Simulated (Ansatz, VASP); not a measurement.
One calculation of CdS, two programs

File INCAR:

```
SYSTEM = CdS
PREC     = Accurate       ! precision mode
ENCUT    = 500            ! plane-wave cutoff, eV
EDIFF    = 1E-6           ! SCF threshold, eV
ISMEAR   = 0              ! smearing method
SIGMA    = 0.1            ! smearing width, eV
LREAL    = .False.        ! projectors in reciprocal space
LASPH    = .True.         ! aspherical terms in the spheres
NELM     = 120            ! most SCF steps
ALGO     = Normal         ! electronic algorithm
ISIF     = 2              ! what is computed and relaxed
LWAVE    = .False.        ! write WAVECAR
LCHARG   = .False.        ! write CHGCAR
GGA      = PS             ! functional
NBANDS   = 16             ! bands
GGA_COMPAT= .False.
```

KPOINTS

```
Automatic mesh
0
Gamma
  6 6 6
  0 0 0
```

File POSCAR:

```
CdS
1.0
    0.0000000000      2.9429534600      2.9429534600
    2.9429534600      0.0000000000      2.9429534600
    2.9429534600      2.9429534600      0.0000000000
Cd S
1 1
Direct
    0.0000000000      0.0000000000      0.0000000000
    0.2500000000      0.2500000000      0.2500000000
```

Input for Ansatz:

```yaml
crystal:
  lattice:
    - [0.0, 2.94295346, 2.94295346]
    - [2.94295346, 0.0, 2.94295346]
    - [2.94295346, 2.94295346, 0.0]
  atoms:
    - { symbol: Cd, position: [0.0, 0.0, 0.0] }
    - { symbol: S, position: [0.25, 0.25, 0.25] }
basis:
  ecutwfc: 420
kpoints:
  mp_grid: { grid: [6, 6, 6] }
hamiltonian:
  xc: pbesol
  pseudopotentials: { kind: paw }
scf:
  occupations: { method: gaussian, width: 0.1 }
output:
  forces: true
  stress: true
  eigenvalues: true
```

Alike in both runs: task single point; functional PBEsol; k mesh 6 × 6 × 6; occupations gaussian, width 0.1 eV; no spin polarisation.

```csv
,VASP,Ansatz
version,VASP 6.6.1,Ansatz 0.2.0
potentials or method,"VASP PAW PBE potentials, release 64 (Cd, S), cutoff 500 eV","scalar-relativistic, plane waves, PAW"
valence electrons in the cell,18,26
```

|  | VASP | Ansatz | Ansatz less VASP |
| --- | --- | --- | --- |
| gap on the k mesh at the Fermi level (eV) | 0.95 | 0.95 | -0.003 |
| least direct gap on the mesh (eV) | 0.95 | 0.95 | -0.003 |
| pressure (GPa) | -1.5 | -1.8 | -0.34 |

VASP's potentials were made for PBE, not for PBEsol. VASP's potentials hold 18 valence electrons a cell and Ansatz's 26, so a difference there can come from the potentials and not from the codes.
